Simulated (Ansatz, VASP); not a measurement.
# Two plane-wave programs on MgI2

```xyz
3
Lattice="2.0787 1.2001 6.8923 -2.0787 1.2001 6.8923 0.0000 -2.4003 6.8923" Properties=species:S:1:pos:R:3 pbc="T T T"
Mg    0.0000    0.0000    0.0000
I     0.0000    0.0000    5.2248
I     0.0000    0.0000   15.4522
```

Alike in both runs: task single point; functional r2SCAN; k mesh 8 × 8 × 8; no spin polarisation.

|  | VASP | Ansatz |
| --- | --- | --- |
| version | VASP 6.6.1 | Ansatz 0.2.0 |
| potentials or method | VASP PAW PBE potentials, release 64 (Mg, I) | plane waves, PAW |
| plane-wave cutoff (eV) | 520 | 500 |
| occupations | gaussian, width 0.01 eV | fixed |
| valence electrons in the cell | 16 | 44 |

Ansatz gave:

```
gap on the k mesh at the Fermi level (eV)                     : 3.85
pressure (GPa)                                                : 0.6
traceless stress, the component that is largest in VASP (GPa) : 0.05
rms of the force components (eV/Å)                            : 0.012
```

Task: Which values does VASP return?

Result: gap on the k mesh at the Fermi level (eV): 3.81; pressure (GPa): 0.5; traceless stress, the component that is largest in VASP (GPa): 0.05; rms of the force components (eV/Å): 0.020.

VASP's potentials were made for PBE, not for r2SCAN. Atom by atom the forces differ by 0.008 eV/Å (rms over components). VASP's potentials hold 16 valence electrons a cell and Ansatz's 44, so a difference there can come from the potentials and not from the codes.

Neither program's run includes spin-orbit coupling.
